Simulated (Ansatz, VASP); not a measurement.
## Two plane-wave programs on LuH2

```xyz
3
Lattice="0.0000 2.5101 2.5101 2.5101 0.0000 2.5101 2.5101 2.5101 0.0000" Properties=species:S:1:pos:R:3 pbc="T T T"
Lu    0.0000    0.0000    0.0000
H     1.2550    1.2550    1.2550
H     3.7651    3.7651    3.7651
```

Alike in both runs: task relaxation of cell and atoms; functional PBEsol; k mesh 14 × 14 × 14; occupations gaussian, width 0.1 eV; no spin polarisation.

|  | VASP | Ansatz |
| --- | --- | --- |
| version | VASP 6.6.1 | Ansatz 0.2.0 |
| potentials or method | VASP PAW PBE potentials, release 64 (Lu, H), cutoff 600 eV | scalar-relativistic, plane waves, PAW |
| valence electrons in the cell | 27 | 27 |

```csv
,VASP,Ansatz,Ansatz less VASP
"gap on the k mesh at the Fermi level, each at its own relaxed structure (eV)",none,none,-
relaxed volume (Å³/atom),10.21,10.16,-0.054
relaxed length of the cell vector where the two differ most in proportion (Å),3.512,3.506,-0.0062
```

VASP's potentials were made for PBE, not for PBEsol. A gap of «none» marks a metal or a gap that the smearing closes.

Spin-orbit coupling is off throughout.
